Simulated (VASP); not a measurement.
Runs of VASP 6.6.1 on Ta3TeH2. The structure is that of space group P-3m1 (No. 164), or close to it. The cells are those of the table. 

```csv
task,cell,k mesh,cutoff (eV),gap on the mesh (eV),pressure (GPa),relaxed volume (Å³/atom),largest force (eV/Å)
relaxation of cell and atoms,"relaxed from a = 3.273, b = 3.273, c = 8.883 Å, angles 90.0, 90.0, 120.0°, 6 atoms",12 × 12 × 4,600,none,0.0,13.74,0.01
single point,"a = 3.504, b = 3.504, c = 8.535 Å, angles 90.0, 90.0, 120.0°, 6 atoms",6 × 6 × 2,520,none,-11.4,-,(a)
relaxation of cell and atoms,"relaxed from a = 3.504, b = 3.504, c = 8.535 Å, angles 90.0, 90.0, 120.0°, 6 atoms",6 × 6 × 2,600,none,0.0,13.74,0.01
single point,"a = 3.273, b = 3.273, c = 8.883 Å, angles 90.0, 90.0, 120.0°, 6 atoms",6 × 6 × 2,520,none,0.0,-,0.01
single point,"a = 3.279, b = 3.279, c = 8.844 Å, angles 90.0, 90.0, 120.0°, 6 atoms",12 × 12 × 4,520,none,0.0,-,-
```

Alike in all rows: level PBE; potentials or basis VASP PAW PBE potentials, release 64 (Ta_pv, Te, H); no spin polarisation; smearing gaussian 0.1 eV.

Q: Fill in the values left out.

A: (a) 1.09.

Caveats: some runs use coarse meshes; spin-orbit coupling is left out, which moves the levels of the heavy elements; forces of over 1 eV/Å act on the atoms, so gaps and moduli don't describe the material at rest (some runs).

A k mesh can miss the band edges, and the runs leave out spin-orbit coupling on Ta, Te.

A gap of «none» marks levels without a gap at the run's occupations.
